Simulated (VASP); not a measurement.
# SnO2 (P1) in VASP: single point with PBEsol

Aim: the single point of SnO2 with PBEsol.

Program: VASP 6.6.1. These are calculated values, not measurements. Logs are shortened: lines on timing, memory, paths and dates and some standing lists are left out, and cuts for length are marked.

## Step 1: The cell of the first run

The typed cell holds 24 atoms: a = 8.036 Å, b = 7.296 Å, c = 7.690 Å, α = 64.80°, β = 55.23°, γ = 59.97°.

## Step 2: Single point, PBEsol

File INCAR:

```
PREC     = Accurate       # precision mode
ENCUT    = 520            # plane-wave cutoff, eV
EDIFF    = 1E-7           # SCF threshold, eV
ISMEAR   = -1             # smearing method
SIGMA    = 0.3            # smearing width, eV
LREAL    = Auto         
LASPH    = True           # aspherical terms in the spheres
NELM     = 80             # most SCF steps
ALGO     = Normal         # electronic algorithm
ISIF     = 2              # what is computed and relaxed
LWAVE    = False          # write WAVECAR
LCHARG   = True           # write CHGCAR
GGA      = PS             # functional
LELF     = True           # ELF
LVHAR    = True         
NBANDS   = 122            # bands
```

File KPOINTS:

```
regular mesh
0
Gamma
  3 3 3
```

File POSCAR:

```
SnO2
1.0
    0.0000000000      5.9365520000      5.4164920000
    4.8879970000      0.0000000000      5.4164920000
    4.8879970000      5.9365520000      0.0000000000
Sn O
8 16
Direct
    0.4527911922      0.2810601640      0.2980318445
    0.5365069077      0.7054039084      0.3226450041
    0.0010339961      0.2661130799      0.2840304656
    0.4049672173      0.3173453053      0.7594965995
    0.9191111581      0.8548229675      0.7167205502
   -0.0322269698      0.2632067257      0.8335001667
    0.5206915644      0.7099019636      0.8366619970
    0.9755440493      0.7961746202      0.2366410709
    0.9871092004      0.0968026746      0.6818393744
    0.7814781518      0.1645585081      0.1613418556
    0.3056396164      0.2303345898      0.6359507209
    0.3545920118      0.0917300727      0.2815516622
    0.0773583482      0.4763025822      0.2806946091
    0.1186575603      0.3608779029      0.9795893683
    0.6668815084      0.3846847082      0.4034704400
    0.5547964429      0.4009328372      0.8748044433
    0.4665502446      0.6142230677      0.1553764226
    0.2817705911      0.6357974585      0.6117278571
    0.8251644909      0.8400645909      0.0328082852
    0.8356829454      0.5816919903      0.7854937915
    0.6145887506      0.9635544461      0.7565775425
    0.6376808557      0.7563394807      0.4872987621
    0.1572489287      0.8906617854      0.9288360580
    0.0280259129      0.9532364983      0.3808477902
```

Potentials or basis: VASP PAW PBE potentials, release 64 (Sn_d, O).

On the command line:

```console
$ cat potpaw_PBE.64/Sn_d/POTCAR potpaw_PBE.64/O/POTCAR > POTCAR
$ mpirun -np 1 vasp_std > vasp.out
```

OUTCAR:

```text
PREC = Accurate
   ENCUT = 520
   EDIFF = 1E-7
   ISMEAR = -1
   LREAL = Auto
   LASPH = True
   NELM = 80
   ISIF = 2
   GGA = PS

 ion  position               nearest neighbor table
   1  0.453  0.281  0.298-  12 1.98  10 2.04  11 2.10  17 2.23  13 2.67  16 2.70  15 2.76   4 3.46
                             7 3.57   2 3.58   6 3.59   6 3.73   3 3.75
   2  0.537  0.705  0.323-  15 2.00  18 2.07  22 2.07  17 2.08  12 2.41  19 2.42   4 3.36   3 3.45
                             8 3.55   1 3.58
   3  0.001  0.266  0.284-  14 1.90  13 1.90  24 2.01  15 2.08  12 2.46   9 2.73   5 3.39   2 3.45
                             4 3.46   6 3.63   8 3.64   8 3.71   1 3.75
   4  0.405  0.317  0.759-  14 1.88  11 1.96  18 2.10  16 2.24  21 2.27  15 2.34   2 3.36   6 3.43
                             3 3.46   1 3.46   5 3.74
   5  0.919  0.855  0.717-   9 1.97  21 2.03  19 2.06  24 2.10  20 2.18  18 2.34   7 3.38   3 3.39
                             8 3.64   6 3.70   4 3.74
   6  0.968  0.263  0.834-   9 1.92  20 1.98  10 2.08  11 2.17  23 2.38  14 2.52  16 2.80   4 3.43
                             7 3.43   8 3.50   1 3.59   3 3.63   5 3.70   1 3.73
   7  0.521  0.710  0.837-  16 2.04  20 2.06  21 2.07  17 2.08  22 2.21  23 2.31   5 3.38   6 3.43
                             8 3.55   1 3.57
   8  0.976  0.796  0.237-  23 1.97  13 1.99  24 2.20  19 2.32  10 2.35  22 2.35   6 3.50   7 3.55
                             2 3.55   3 3.64   5 3.64   3 3.71
   9  0.987  0.097  0.682-   6 1.92   5 1.97   3 2.73
  10  0.781  0.165  0.161-   1 2.04   6 2.08   8 2.35
  11  0.306  0.230  0.636-   4 1.96   1 2.10   6 2.17
  12  0.355  0.092  0.282-   1 1.98   2 2.41   3 2.46
  13  0.077  0.476  0.281-   3 1.90   8 1.99   1 2.67
  14  0.119  0.361  0.980-   4 1.88   3 1.90   6 2.52
  15  0.667  0.385  0.403-   2 2.00   3 2.08   4 2.34   1 2.76
  16  0.555  0.401  0.875-   7 2.04   4 2.24   1 2.70   6 2.80
  17  0.467  0.614  0.155-   7 2.08   2 2.08   1 2.23
  18  0.282  0.636  0.612-   2 2.07   4 2.10   5 2.34
  19  0.825  0.840  0.033-   5 2.06   8 2.32   2 2.42
  20  0.836  0.582  0.785-   6 1.98   7 2.06   5 2.18
  21  0.615  0.964  0.757-   5 2.03   7 2.07   4 2.27
  22  0.638  0.756  0.487-   2 2.07   7 2.21   8 2.35
  23  0.157  0.891  0.929-   8 1.97   7 2.31   6 2.38
  24  0.028  0.953  0.381-   3 2.01   5 2.10   8 2.20

  LATTYP: Found a face centered orthorhombic cell.
 ALAT       =     9.7759940000
 B/A-ratio  =     1.1081209747
 C/A-ratio  =     1.2145162937

  Lattice vectors:

 A1 = (   0.0000000000,   5.9365520000,  -5.4164920000)
 A2 = (   4.8879970000,   5.9365520000,   0.0000000000)
 A3 = (   4.8879970000,   0.0000000000,  -5.4164920000)

Analysis of symmetry for initial positions (statically):
=====================================================================
 Subroutine PRICEL returns:
 Original cell was already a primitive cell.

 Routine SETGRP: Setting up the symmetry group for a
 face centered orthorhombic supercell.

 Subroutine GETGRP returns: Found  1 space group operations
 (whereof  1 operations were pure point group operations)
 out of a pool of  8 trial point group operations.

The static configuration has the point symmetry C_1 .

Analysis of symmetry for dynamics (positions and initial velocities):
=====================================================================
 Subroutine PRICEL returns:
 Original cell was already a primitive cell.

 Routine SETGRP: Setting up the symmetry group for a
 face centered orthorhombic supercell.

 Subroutine GETGRP returns: Found  1 space group operations
 (whereof  1 operations were pure point group operations)
 out of a pool of  8 trial point group operations.

The dynamic configuration has the point symmetry C_1 .

 Subroutine INISYM returns: Found  1 space group operations
 (whereof  1 operations are pure point group operations),
 and found     1 'primitive' translations

----------------------------------------------------------------------------------------

                                     Primitive cell

  volume of cell :     314.3499

  direct lattice vectors                    reciprocal lattice vectors
     0.000000000  5.936552000  5.416492000    -0.102291388  0.084223974  0.092310669
     4.887997000  0.000000000  5.416492000     0.102291388 -0.084223974  0.092310669
     4.887997000  5.936552000  0.000000000     0.102291388  0.084223974 -0.092310669

  length of vectors
     8.036232652  7.295950950  7.689939162     0.161488283  0.161488283  0.161488283
[... 65 lines left out ...]
    -0.034097129  0.028074658  0.030770223     0.333333333  0.000000000  0.000000000
     0.034097129 -0.028074658  0.030770223     0.000000000  0.333333333  0.000000000
     0.034097129  0.028074658 -0.030770223     0.000000000  0.000000000  0.333333333

  Length of vectors
     0.053829428  0.053829428  0.053829428

  Shift w.r.t. Gamma in fractional coordinates (k-lattice)
     0.000000000  0.000000000  0.000000000

 Subroutine IBZKPT returns following result:
 ===========================================

 Found     14 irreducible k-points:

 Following reciprocal coordinates:
            Coordinates               Weight
  0.000000  0.000000  0.000000      1.000000
  0.333333  0.000000  0.000000      2.000000
 -0.333333 -0.333333 -0.333333      2.000000
  0.000000  0.333333  0.000000      2.000000
 -0.000000 -0.000000  0.333333      2.000000
  0.333333  0.333333  0.000000      2.000000
 -0.333333  0.333333  0.000000      2.000000
  0.333333  0.333333 -0.333333      2.000000
  0.333333  0.000000  0.333333      2.000000
 -0.333333 -0.000000  0.333333      2.000000
  0.333333 -0.333333  0.333333      2.000000
  0.000000  0.333333  0.333333      2.000000
 -0.333333  0.333333  0.333333      2.000000
  0.000000  0.333333 -0.333333      2.000000
   k-points           NKPTS =     14   k-points in BZ     NKDIM =     14   number of bands    NBANDS=    122
   number of dos      NEDOS =    301   number of ions     NIONS =     24
   total plane-waves  NPLWV = 194400
   dimension x,y,z NGX =    60 NGY =   54 NGZ =   60
   dimension x,y,z NGXF=   120 NGYF=  108 NGZF=  120
   ions per type =               8  16
   NGX,Y,Z   is equivalent  to a cutoff of  12.41, 12.30, 12.97 a.u.
   NGXF,Y,Z  is equivalent  to a cutoff of  24.82, 24.61, 25.94 a.u.
 SYSTEM =  unknown system
   PREC   = accura    normal or accurate (medium, high low for compatibility)
   ISTART =      0    job   : 0-new  1-cont  2-samecut
   ICHARG =      2    charge: 1-file 2-atom 10-const
   ISPIN  =      1    spin polarized calculation?
   LNONCOLLINEAR =      F non collinear calculations
   LSORBIT =      F    spin-orbit coupling
   LASPH  =      T    aspherical Exc in radial PAW
   ENCUT  =  520.0 eV  38.22 Ry    6.18 a.u.  14.94 13.57 14.30*2*pi/ulx,y,z
   NELM   =     80;   NELMIN=  2; NELMDL= -5     # of ELM steps
   EDIFF  = 0.1E-06   stopping-criterion for ELM
   LREAL  =      T    real-space projection
   EDIFFG = 0.1E-05   stopping-criterion for IOM
   NSW    =      0    number of steps for IOM
   IBRION =     -1    ionic relax: 0-MD 1-quasi-New 2-CG
   NFREE  =      0    steps in history (QN), initial steepest desc. (CG)
   ISIF   =      2    stress and relaxation
   ISYM   =      2    0-nonsym 1-usesym 2-fastsym
   POTIM  = 0.5000    time-step for ionic-motion
   TEBEG  =    0.0;   TEEND  =   0.0 temperature during run
   PSTRESS=    0.0 pullay stress
   NELECT =     208.0000    total number of electrons
   NUPDOWN=      -1.0000    fix difference up-down
   EMIN   =  10.00;   EMAX   =-10.00  energy-range for DOS
   EFERMI =   0.00;   METHOD = LEGACY
   ISMEAR =    -1;   SIGMA  =   0.30  broadening in eV -4-tet -1-fermi 0-gaus
   EFERMI_NEDOS =   21; number of points for ismear=-14 and -15
   IALGO  =     38    algorithm
   IMIX   =      4    mixing-type and parameters
     AMIX     =   0.40;   BMIX     =  1.00
     AMIX_MAG =   1.60;   BMIX_MAG =  1.00
  volume/ion in A,a.u.               =      13.10        88.39
  Fermi-wavevector in a.u.,A,eV,Ry     =   1.426565  2.695817 27.689042  2.035087
  Thomas-Fermi vector in A             =   2.546828
   LORBIT       =      0    0 simple, 1 ext, 2 COOP (PROOUT), +10 PAW based schemes
   GGA     = PS    functional components
   LHFCALC =     F    Hartree Fock is set to
   AEXX    =    0.0000 exact exchange contribution
   IVDW    =     0    specifies the selected vdW correction
   LEPSILON=     F    determine dielectric tensor
   LRPA    =     F    only Hartree local field effects (RPA)
 non-spin polarized calculation
  energy-cutoff  :      520.00
  volume of cell :      314.35
 maximum number of plane-waves:      8494
   NGX = 29   NGY = 27   NGZ = 29

 number of electron     208.0000000 magnetization

 Free energy of the ion-electron system (eV)
  ---------------------------------------------------
  ext. energy  EPLUGINS =         0.00000000
  ---------------------------------------------------
  free energy    TOTEN  =      -150.01819930 eV

  energy without entropy =     -149.45532467  energy(sigma->0) =     -149.73676198

 E-fermi :   6.1151     XC(G=0): -11.0746

 val. band max:        5.3129989695   @ k =   0.0000   0.0000   0.0000
 cond. band min:       6.4772432645   @ k =  -0.0000  -0.0000   0.3333
 fundamental gap:      1.1642442950
 Fermi energy:         6.1150570342

 k-point     1 :       0.0000    0.0000    0.0000
  band No.  band energies     occupation
      1     -16.2592      2.00000
      2     -15.9660      2.00000
      3     -15.9224      2.00000
      4     -15.8126      2.00000
      5     -15.7522      2.00000
      6     -15.6773      2.00000
[... 1655 lines left out ...]
    115      11.7132      0.00000
    116      11.8749      0.00000
 [bands above 116 left out]

------------------------ aborting loop because EDIFF is reached ----------------------------------------

  FORCE on cell =-STRESS in cart. coord.  units (eV):
  Direction    XX          YY          ZZ          XY          YZ          ZX
  --------------------------------------------------------------------------------------
  -------------------------------------------------------------------------------------
  Total        0.0369396    -10.6237757    -14.2493905      2.6579151     -3.6498580     -0.1078757
  in kB        0.1882738    -54.1472201    -72.6262404     13.5468520    -18.6025827     -0.5498205
  external PRESSURE =     -42.1950622 kB  Pullay stress =       0.0000000 kB

 VOLUME and BASIS-vectors are now :
 -----------------------------------------------------------------------------
  energy-cutoff  :      520.00
  volume of cell :      314.35
      direct lattice vectors                 reciprocal lattice vectors
     0.000000000  5.936552000  5.416492000    -0.102291388  0.084223974  0.092310669
     4.887997000  0.000000000  5.416492000     0.102291388 -0.084223974  0.092310669
     4.887997000  5.936552000  0.000000000     0.102291388  0.084223974 -0.092310669

 POSITION                                       TOTAL-FORCE (eV/Angst)
 -----------------------------------------------------------------------------------
      2.83060      4.45730      3.97490        -0.470676     -0.849046      0.422884
      5.02510      5.10040      6.72680         2.113129     -1.093223      2.232526
      2.68910      1.69230      1.44700         0.669918      2.132330     -2.302557
      5.26360      6.91290      3.91240        -0.956143      2.440024      4.176521
      7.68170      9.71120      9.60850        -0.455776      2.595551     -0.305534
      5.36070     10.69335      6.66759        -0.433121      1.764354     -0.529458
[... 16 lines left out ...]
      8.89370      6.44760      5.67600        -0.688191      2.357628      1.959909
      6.52100      2.42730      5.31500        -1.014493     -0.007073     -1.299720
 -----------------------------------------------------------------------------------
    total drift:                               -0.006156      0.004794      0.032098

  FREE ENERGIE OF THE ION-ELECTRON SYSTEM (eV)
  ---------------------------------------------------
  free  energy   TOTEN  =      -150.0181992980 eV

  energy  without entropy=     -149.4553246679  energy(sigma->0) =     -149.73676198
```

It took 39 min on 1 thread of Intel Xeon 8259CL, shared host; peak memory 0.65 GiB.

Results:

```
Free energy   : -150.0182 eV
Pressure      : -4.2 GPa
Largest force : 4.931 eV/Å
```

Forces on the atoms (eV/Å):
```
Sn  -0.471 -0.849  0.423
Sn   2.113 -1.093  2.233
Sn   0.670  2.132 -2.303
Sn  -0.956  2.440  4.177
Sn  -0.456  2.596 -0.306
Sn  -0.433  1.764 -0.529
Sn  -0.270 -2.491 -0.243
Sn   1.212 -2.508 -1.157
O   -0.764 -2.550  1.122
O   -0.763 -0.016 -0.056
O   -1.618 -2.528 -0.403
O   -1.201 -0.272 -0.997
O    1.982  1.817  2.357
O    0.095 -1.612 -2.143
O   -0.051  1.819 -0.152
O   -0.121 -0.568 -1.118
O    0.380 -0.105 -1.314
O    0.724 -0.877 -0.150
O    0.124  0.280 -2.977
O   -0.884  0.381  1.000
O    2.000 -0.917  0.639
O    0.388  0.809  1.238
O   -0.688  2.358  1.960
O   -1.014 -0.007 -1.300
```

Caveat: the cell stands under tension; the atoms stand as in a frame of molecular dynamics; so wide a smearing shifts energies and pressures; the PAW data sets were made with another functional, which shifts forces and pressure a little; spin-orbit coupling is left out, which moves the levels of the heavy elements.
